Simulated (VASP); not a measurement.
Input of a VASP 6.6.1 run:

File INCAR:

```
PREC = Accurate ; ENCUT = 520
EDIFF = 1E-7 ; ISMEAR = 0
SIGMA = 0.01 ; LREAL = False
LASPH = True ; NELM = 60
ALGO = Normal ; ISIF = 2
LWAVE = False ; LCHARG = False
NBANDS = 16
```

Contents of KPOINTS:

```
Automatic mesh
0
Gamma
  12 12 4
```

The input POSCAR:

```
AlN
1.0
    3.1640418588      0.0000000000      0.0000000000
   -1.5820209294      2.7401406263      0.0000000000
    0.0000000000      0.0000000000      5.0626702533
Al N
2 2
Direct
    0.3333333333      0.6666666667      0.0000000000
    0.6666666667      0.3333333333      0.5000000000
    0.3333333333      0.6666666667      0.3800000000
    0.6666666667      0.3333333333      0.8800000000
```

Potentials or basis: VASP PAW LDA potentials, release 64 (Al, N).

Command:

```console
$ cat potpaw_LDA.64/Al/POTCAR potpaw_LDA.64/N/POTCAR > POTCAR
$ mpirun -np 1 vasp_std > vasp.out
```

Q: Estimate the pressure.

A: -12.8 GPa.

Q: What does it give for the band gap on the k mesh?

A: 3.82 eV.

Q: What does it give for the largest force?

A: 0.085 eV/Å.

Forces on the atoms (eV/Å):
```
Al   0.000  0.000 -0.085
Al   0.000  0.000 -0.085
N    0.000  0.000  0.085
N    0.000  0.000  0.085
```

Caveat: the cell stands under tension. A k mesh can miss the band edges.
